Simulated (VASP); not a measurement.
# BN (F-43m) in VASP: further runs

BN is run at these levels: PBE; tasks: single point.

All numbers are computed with VASP 6.6.1; they aren't measurements. Logs are shortened: lines on timing, memory, paths and dates and some standing lists are left out, and cuts for length are marked.

## (1) The cell of the first run

The structure is cubic, space group F-43m (No. 216). The conventional cell has a = 3.615 Å, b = 3.615 Å, c = 3.615 Å, α = 90.00°, β = 90.00°, γ = 90.00°. B (site symmetry -43m) has 4 N at 1.57 Å within 2.1 Å. N (site symmetry -43m) has 4 B at 1.57 Å within 2.1 Å.

## (2) Single point, PBE

Contents of INCAR:

```
SYSTEM = BN
PREC     = Accurate       ! precision mode
ENCUT    = 600            ! plane-wave cutoff, eV
EDIFF    = 1E-6           ! SCF threshold, eV
ISMEAR   = 0              ! smearing method
SIGMA    = 0.01           ! smearing width, eV
LREAL    = .False.        ! projectors in reciprocal space
LASPH    = .True.         ! aspherical terms in the spheres
NELM     = 120            ! most SCF steps
ALGO     = Normal         ! electronic algorithm
ISIF     = 2              ! what is computed and relaxed
LWAVE    = .False.        ! write WAVECAR
LCHARG   = .False.        ! write CHGCAR
GGA      = PE             ! functional
NBANDS   = 11             ! bands
GGA_COMPAT= .False.
```

Contents of KPOINTS:

```
Automatic mesh
0
Gamma
  4 4 4
  0 0 0
```

Contents of POSCAR:

```
BN
1.0
    0.0000000000      1.8075000000      1.8075000000
    1.8075000000      0.0000000000      1.8075000000
    1.8075000000      1.8075000000      0.0000000000
B N
1 1
Direct
    0.0000000000      0.0000000000      0.0000000000
    0.7500000000      0.7500000000      0.7500000000
```

Potentials or basis: VASP PAW PBE potentials, release 64 (B, N).

Started as:

```bash
> cat potpaw_PBE.64/B/POTCAR potpaw_PBE.64/N/POTCAR > POTCAR
> mpirun -np 1 vasp_std > vasp.out
```

OUTCAR:

```text
SYSTEM = BN
   PREC = Accurate
   ENCUT = 600
   EDIFF = 1E-6
   ISMEAR = 0
   LREAL = .False.
   LASPH = .True.
   NELM = 120
   ISIF = 2
   GGA = PE

 ion  position               nearest neighbor table
   1  0.000  0.000  0.000-   2 1.57   2 1.57   2 1.57   2 1.57
   2  0.750  0.750  0.750-   1 1.57   1 1.57   1 1.57   1 1.57

  LATTYP: Found a face centered cubic cell.
 ALAT       =     3.6150000000

  Lattice vectors:

 A1 = (   0.0000000000,   1.8075000000,   1.8075000000)
 A2 = (   1.8075000000,   0.0000000000,   1.8075000000)
 A3 = (   1.8075000000,   1.8075000000,   0.0000000000)

Analysis of symmetry for initial positions (statically):
=====================================================================
 Subroutine PRICEL returns:
 Original cell was already a primitive cell.

 Routine SETGRP: Setting up the symmetry group for a
 face centered cubic supercell.

 Subroutine GETGRP returns: Found 24 space group operations
 (whereof 24 operations were pure point group operations)
 out of a pool of 48 trial point group operations.

The static configuration has the point symmetry T_d .

Analysis of symmetry for dynamics (positions and initial velocities):
=====================================================================
 Subroutine PRICEL returns:
 Original cell was already a primitive cell.

 Routine SETGRP: Setting up the symmetry group for a
 face centered cubic supercell.

 Subroutine GETGRP returns: Found 24 space group operations
 (whereof 24 operations were pure point group operations)
 out of a pool of 48 trial point group operations.

The dynamic configuration has the point symmetry T_d .

 Subroutine INISYM returns: Found 24 space group operations
 (whereof 24 operations are pure point group operations),
 and found     1 'primitive' translations

----------------------------------------------------------------------------------------

                                     Primitive cell

  volume of cell :      11.8104

  direct lattice vectors                    reciprocal lattice vectors
     0.000000000  1.807500000  1.807500000    -0.276625173  0.276625173  0.276625173
     1.807500000  0.000000000  1.807500000     0.276625173 -0.276625173  0.276625173
     1.807500000  1.807500000  0.000000000     0.276625173  0.276625173 -0.276625173

  length of vectors
     2.556191014  2.556191014  2.556191014     0.479128854  0.479128854  0.479128854

  position of ions in fractional coordinates (direct lattice)
     0.000000000  0.000000000  0.000000000
     0.750000000  0.750000000  0.750000000

  ion indices of the primitive-cell ions
   primitive index   ion index
                 1           1
                 2           2

----------------------------------------------------------------------------------------

 KPOINTS: Automatic mesh

Automatic generation of k-mesh.
 Grid dimensions read from file:
 generate k-points for:    4    4    4

 Generating k-lattice:

  Cartesian coordinates                     Fractional coordinates (reciprocal lattice)
    -0.069156293  0.069156293  0.069156293     0.250000000  0.000000000  0.000000000
     0.069156293 -0.069156293  0.069156293     0.000000000  0.250000000  0.000000000
     0.069156293  0.069156293 -0.069156293     0.000000000  0.000000000  0.250000000

  Length of vectors
     0.119782214  0.119782214  0.119782214

  Shift w.r.t. Gamma in fractional coordinates (k-lattice)
     0.000000000  0.000000000  0.000000000

 Subroutine IBZKPT returns following result:
 ===========================================

 Found      8 irreducible k-points:

 Following reciprocal coordinates:
            Coordinates               Weight
  0.000000  0.000000  0.000000      1.000000
  0.250000  0.000000  0.000000      8.000000
  0.500000  0.000000  0.000000      4.000000
  0.250000  0.250000  0.000000      6.000000
  0.500000  0.250000  0.000000     24.000000
 -0.250000  0.250000  0.000000     12.000000
  0.500000  0.500000  0.000000      3.000000
 -0.250000  0.500000  0.250000      6.000000
   k-points           NKPTS =      8   k-points in BZ     NKDIM =      8   number of bands    NBANDS=     11
   number of dos      NEDOS =    301   number of ions     NIONS =      2
   total plane-waves  NPLWV =   8000
   dimension x,y,z NGX =    20 NGY =   20 NGZ =   20
   dimension x,y,z NGXF=    40 NGYF=   40 NGZF=   40
   ions per type =               1   1
   NGX,Y,Z   is equivalent  to a cutoff of  13.01, 13.01, 13.01 a.u.
   NGXF,Y,Z  is equivalent  to a cutoff of  26.01, 26.01, 26.01 a.u.
 SYSTEM =  BN
   PREC   = accura    normal or accurate (medium, high low for compatibility)
   ISTART =      0    job   : 0-new  1-cont  2-samecut
   ICHARG =      2    charge: 1-file 2-atom 10-const
   ISPIN  =      1    spin polarized calculation?
   LNONCOLLINEAR =      F non collinear calculations
   LSORBIT =      F    spin-orbit coupling
   LASPH  =      T    aspherical Exc in radial PAW
   ENCUT  =  600.0 eV  44.10 Ry    6.64 a.u.   5.11  5.11  5.11*2*pi/ulx,y,z
   NELM   =    120;   NELMIN=  2; NELMDL= -5     # of ELM steps
   EDIFF  = 0.1E-05   stopping-criterion for ELM
   LREAL  =      F    real-space projection
   EDIFFG = 0.1E-04   stopping-criterion for IOM
   NSW    =      0    number of steps for IOM
   IBRION =     -1    ionic relax: 0-MD 1-quasi-New 2-CG
   NFREE  =      0    steps in history (QN), initial steepest desc. (CG)
   ISIF   =      2    stress and relaxation
   ISYM   =      2    0-nonsym 1-usesym 2-fastsym
   POTIM  = 0.5000    time-step for ionic-motion
   TEBEG  =    0.0;   TEEND  =   0.0 temperature during run
   PSTRESS=    0.0 pullay stress
   NELECT =       8.0000    total number of electrons
   NUPDOWN=      -1.0000    fix difference up-down
   EMIN   =  10.00;   EMAX   =-10.00  energy-range for DOS
   EFERMI =   0.00;   METHOD = LEGACY
   ISMEAR =     0;   SIGMA  =   0.01  broadening in eV -4-tet -1-fermi 0-gaus
   EFERMI_NEDOS =   21; number of points for ismear=-14 and -15
   IALGO  =     38    algorithm
   IMIX   =      4    mixing-type and parameters
     AMIX     =   0.40;   BMIX     =  1.00
     AMIX_MAG =   1.60;   BMIX_MAG =  1.00
  volume/ion in A,a.u.               =       5.91        39.85
  Fermi-wavevector in a.u.,A,eV,Ry     =   1.437749  2.716952 28.124920  2.067123
  Thomas-Fermi vector in A             =   2.556793
   LORBIT       =      0    0 simple, 1 ext, 2 COOP (PROOUT), +10 PAW based schemes
   GGA     = PE    functional components
   LHFCALC =     F    Hartree Fock is set to
   AEXX    =    0.0000 exact exchange contribution
   IVDW    =     0    specifies the selected vdW correction
   LEPSILON=     F    determine dielectric tensor
   LRPA    =     F    only Hartree local field effects (RPA)
 non-spin polarized calculation
 Gauss-broadening in eV      SIGMA  =   0.01
  energy-cutoff  :      600.00
  volume of cell :       11.81
 maximum number of plane-waves:       411
   NGX = 11   NGY = 11   NGZ = 11

 number of electron       7.9999999 magnetization

 Free energy of the ion-electron system (eV)
  ---------------------------------------------------
  ext. energy  EPLUGINS =         0.00000000
  ---------------------------------------------------
  free energy    TOTEN  =       -17.37884452 eV

  energy without entropy =      -17.37884452  energy(sigma->0) =      -17.37884452

 E-fermi :   7.5056     XC(G=0): -12.8126

 val. band max:        7.4376644432   @ k =   0.0000   0.0000   0.0000
 cond. band min:      11.8730147580   @ k =   0.5000   0.5000   0.0000
 fundamental gap:      4.4353503147
 Fermi energy:         7.5056488031

 k-point     1 :       0.0000    0.0000    0.0000
  band No.  band energies     occupation
      1     -12.8074      2.00000
      2       7.4377      2.00000
      3       7.4377      2.00000
      4       7.4377      2.00000
      5      16.2298      0.00000
      6      16.2298      0.00000
      7      16.2298      0.00000
      8      17.7802      0.00000
      9      32.1632      0.00000
     10      35.1752      0.00000
     11      35.1752      0.00000

 k-point     2 :       0.2500    0.0000    0.0000
  band No.  band energies     occupation
      1     -11.3275      2.00000
      2       1.9487      2.00000
      3       6.3061      2.00000
      4       6.3061      2.00000
      5      17.0657      0.00000
      6      17.7527      0.00000
      7      17.7527      0.00000
      8      21.0024      0.00000
      9      30.8614      0.00000
     10      31.0080      0.00000
     11      31.0080      0.00000

 k-point     3 :       0.5000    0.0000    0.0000
  band No.  band energies     occupation
      1      -8.5844      2.00000
      2      -3.2717      2.00000
      3       5.4922      2.00000
      4       5.4922      2.00000
      5      17.5659      0.00000
      6      18.1189      0.00000
      7      18.1189      0.00000
      8      22.6877      0.00000
      9      30.8745      0.00000
     10      34.2043      0.00000
     11      34.3213      0.00000

 k-point     4 :       0.2500    0.2500    0.0000
  band No.  band energies     occupation
      1     -10.8423      2.00000
      2       3.4523      2.00000
      3       4.4186      2.00000
      4       4.4186      2.00000
      5      14.2080      0.00000
      6      18.9668      0.00000
      7      20.8604      0.00000
      8      20.8604      0.00000
      9      25.6939      0.00000
     10      34.5673      0.00000
     11      38.0233      0.00000

 k-point     5 :       0.5000    0.2500    0.0000
  band No.  band energies     occupation
      1      -8.1430      2.00000
      2      -1.3252      2.00000
      3       2.2733      2.00000
      4       3.7736      2.00000
      5      14.9615      0.00000
      6      20.5173      0.00000
      7      21.8788      0.00000
      8      22.0203      0.00000
      9      27.3566      0.00000
     10      33.8763      0.00000
     11      36.0388      0.00000

 k-point     6 :      -0.2500    0.2500    0.0000
  band No.  band energies     occupation
      1      -9.1445      2.00000
      2      -0.1522      2.00000
      3       1.8309      2.00000
      4       5.3387      2.00000
      5      17.1382      0.00000
      6      19.5834      0.00000
      7      20.2945      0.00000
      8      21.9434      0.00000
      9      28.9038      0.00000
     10      29.4587      0.00000
     11      34.1844      0.00000

 k-point     7 :       0.5000    0.5000    0.0000
  band No.  band energies     occupation
      1      -7.2158      2.00000
      2      -1.4939      2.00000
      3       2.5226      2.00000
      4       2.5226      2.00000
      5      11.8730      0.00000
      6      16.6424      0.00000
      7      25.3453      0.00000
      8      25.3453      0.00000
      9      28.2201      0.00000
     10      34.6495      0.00000
     11      41.0496      0.00000

 k-point     8 :      -0.2500    0.5000    0.2500
  band No.  band energies     occupation
      1      -6.9037      2.00000
      2      -0.1633      2.00000
      3       0.4588      2.00000
      4       0.9147      2.00000
      5      17.0230      0.00000
      6      20.7236      0.00000
      7      21.9169      0.00000
      8      22.0856      0.00000
      9      26.7360      0.00000
     10      32.9965      0.00000
     11      36.9425      0.00000

------------------------ aborting loop because EDIFF is reached ----------------------------------------

  FORCE on cell =-STRESS in cart. coord.  units (eV):
  Direction    XX          YY          ZZ          XY          YZ          ZX
  --------------------------------------------------------------------------------------
  -------------------------------------------------------------------------------------
  Total        0.2731827      0.2731827      0.2731827     -0.0000000     -0.0000000     -0.0000000
  in kB       37.0594427     37.0594427     37.0594427     -0.0000000     -0.0000000     -0.0000000
  external PRESSURE =      37.0594427 kB  Pullay stress =       0.0000000 kB

 VOLUME and BASIS-vectors are now :
 -----------------------------------------------------------------------------
  energy-cutoff  :      600.00
  volume of cell :       11.81
      direct lattice vectors                 reciprocal lattice vectors
     0.000000000  1.807500000  1.807500000    -0.276625173  0.276625173  0.276625173
     1.807500000  0.000000000  1.807500000     0.276625173 -0.276625173  0.276625173
     1.807500000  1.807500000  0.000000000     0.276625173  0.276625173 -0.276625173

 POSITION                                       TOTAL-FORCE (eV/Angst)
 -----------------------------------------------------------------------------------
      0.00000      0.00000      0.00000         0.000000     -0.000000     -0.000000
      2.71125      2.71125      2.71125        -0.000000      0.000000      0.000000
 -----------------------------------------------------------------------------------
    total drift:                               -0.000000     -0.000000     -0.000000

  FREE ENERGIE OF THE ION-ELECTRON SYSTEM (eV)
  ---------------------------------------------------
  free  energy   TOTEN  =       -17.3788445236 eV

  energy  without entropy=      -17.3788445236  energy(sigma->0) =      -17.37884452
```

Wall time 1.7 s (1 thread of AMD EPYC 7R13 (Zen 3), shared host); peak memory 0.08 GiB.

Results:

- Free energy: -17.3788 eV
- Pressure: 3.7 GPa
- Band gap on the k mesh: 4.44 eV (least direct gap 8.79 eV)

Levels at points of the mesh, in eV from the valence-band top:
```csv
k point,band 1,band 2,band 3,band 4,band 5,band 6,band 7,band 8,band 9
"(0.00, 0.00, 0.00)",-20.25,0.00,0.00,0.00,8.79,8.79,8.79,10.34,24.73
"(0.50, 0.00, 0.00)",-16.02,-10.71,-1.95,-1.95,10.13,10.68,10.68,15.25,23.44
"(0.50, 0.50, 0.00)",-14.65,-8.93,-4.92,-4.92,4.44,9.20,17.91,17.91,20.78
```

Caveat: the k points lie up to 0.75 Å⁻¹ apart.

## (3) Single point, PBE

Contents of INCAR:

```
SYSTEM = BN
PREC = Accurate
ENCUT = 600
EDIFF = 1E-6
ISMEAR = 0
SIGMA = 0.01
LREAL = .FALSE.
LASPH = .TRUE.
NELM = 120
ALGO = Normal
ISIF = 2
LWAVE = .FALSE.
LCHARG = .FALSE.
GGA = PE
NBANDS = 11
GGA_COMPAT = .FALSE.
```

Contents of KPOINTS:

```
regular mesh
0
G
  7 7 7
  0 0 0
```

POSCAR is that of step 2.

Potentials or basis: VASP PAW PBE potentials, release 64 (B, N).

Started as:

```bash
> cat potpaw_PBE.64/B/POTCAR potpaw_PBE.64/N/POTCAR > POTCAR
> mpirun -np 1 vasp_std > vasp.out
```

It took 2.6 s on 1 thread of AMD EPYC 7R13 (Zen 3), shared host; peak memory 0.08 GiB.

Results (log left out):

```yaml
Free_energy: -17.4524 eV
Pressure: 3.0 GPa
Band_gap_on_the_k_mesh: 4.71 eV (least direct gap 8.82 eV)
```

Levels at points of the mesh, in eV from the valence-band top:
| k point | band 1 | band 2 | band 3 | band 4 | band 5 | band 6 | band 7 | band 8 | band 9 |
| --- | --- | --- | --- | --- | --- | --- | --- | --- | --- |
| (0.00, 0.00, 0.00) | -20.23 | 0.00 | 0.00 | 0.00 | 8.82 | 8.82 | 8.82 | 10.35 | 24.75 |

Caveat: the k points lie up to 0.43 Å⁻¹ apart; an odd mesh through Γ misses points on the zone boundary, where band edges can lie.

## (4) Single point, PBE

Contents of INCAR:

```
SYSTEM = BN
  PREC = Accurate
  ENCUT = 600
  EDIFF = 1E-6
  ISMEAR = 0
  SIGMA = 0.01
  LREAL = .FALSE.
  LASPH = .TRUE.
  NELM = 120
  ALGO = Normal
  ISIF = 2
  LWAVE = .FALSE.
  LCHARG = .FALSE.
  GGA = PE
  NBANDS = 11
  GGA_COMPAT = .FALSE.
```

Contents of KPOINTS:

```
regular mesh
0
G
  10 10 10
  0 0 0
```

POSCAR is that of step 3.

Started as:

```bash
> cat potpaw_PBE.64/B/POTCAR potpaw_PBE.64/N/POTCAR > POTCAR
> mpirun -np 1 vasp_std > vasp.out
```

It took 4.8 s on 1 thread of AMD EPYC 7R13 (Zen 3), shared host; peak memory 0.09 GiB.

It converged, with:

```yaml
Free_energy: -17.4534 eV
Pressure: 3.0 GPa
Band_gap_on_the_k_mesh: 4.46 eV (least direct gap 8.82 eV)
```

Levels at points of the mesh, in eV from the valence-band top:
```
           k point  band 1  band 2  band 3  band 4  band 5  band 6  band 7  band 8  band 9
(0.00, 0.00, 0.00)  -20.23    0.00    0.00    0.00    8.82    8.82    8.82   10.35   24.75
(0.50, 0.00, 0.00)  -16.01  -10.69   -1.94   -1.94   10.15   10.71   10.71   15.26   23.46
(0.50, 0.50, 0.00)  -14.65   -8.92   -4.90   -4.90    4.46    9.23   17.92   17.92   20.78
```

Caveat: the cell stands under pressure.

## (5) Overview

```csv
k mesh,gap on the mesh (eV),pressure (GPa)
4 × 4 × 4,4.44,3.7
7 × 7 × 7,4.71,3.0
10 × 10 × 10,4.46,3.0
```

Alike in all rows: task single point; level PBE; potentials or basis VASP PAW PBE potentials, release 64 (B, N); no spin polarisation; cell as given; cutoff (eV) 600; smearing gaussian 0.01 eV.

Caveats: some runs use coarse meshes; an odd mesh through Γ misses points on the zone boundary, where band edges can lie (at least some runs); the cell stands under pressure (at least some runs).

Absolute energies hang on the potentials; compare differences alone.
